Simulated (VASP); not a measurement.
A run of VASP 6.6.1 is set up as follows.

INCAR

```
PREC     = Accurate       # precision mode
ENCUT    = 600            # plane-wave cutoff, eV
EDIFF    = 1E-6           # SCF threshold, eV
ISMEAR   = 0              # smearing method
SIGMA    = 0.1            # smearing width, eV
LREAL    = F              # projectors in reciprocal space
LASPH    = T              # aspherical terms in the spheres
NELM     = 80             # most SCF steps
ALGO     = Normal         # electronic algorithm
ISIF     = 4              # what is computed and relaxed
LWAVE    = F              # write WAVECAR
LCHARG   = F              # write CHGCAR
GGA      = PE             # functional
IBRION   = 2              # ionic algorithm
NSW      = 50             # ionic steps
EDIFFG   = -0.01          # ionic threshold
```

File KPOINTS:

```
Automatic mesh
0
Gamma
  6 6 12
```

POSCAR

```
MoSe3
1.0
    6.9743679649      0.0000000000      0.0000000000
   -3.4871839824      6.0399798329      0.0000000000
    0.0000000000      0.0000000000      3.0425660957
Mo Se
1 3
Direct
    0.0000000000      0.0000000000      0.0000000000
    0.2907368624      0.0000000000      0.5000000000
    0.0000000000      0.2907368624      0.5000000000
    0.7092631376      0.7092631376      0.5000000000
```

Potentials or basis: VASP PAW PBE potentials, release 64 (Mo_sv, Se).

The run is started by

```sh
$ cat potpaw_PBE.64/Mo_sv/POTCAR potpaw_PBE.64/Se/POTCAR > POTCAR
$ mpirun -np 1 vasp_std > vasp.out
```

(1) Predict the band gap on the k mesh.

Results:

(1) zero (bands 16 and 17 overlap by 0.08 eV).
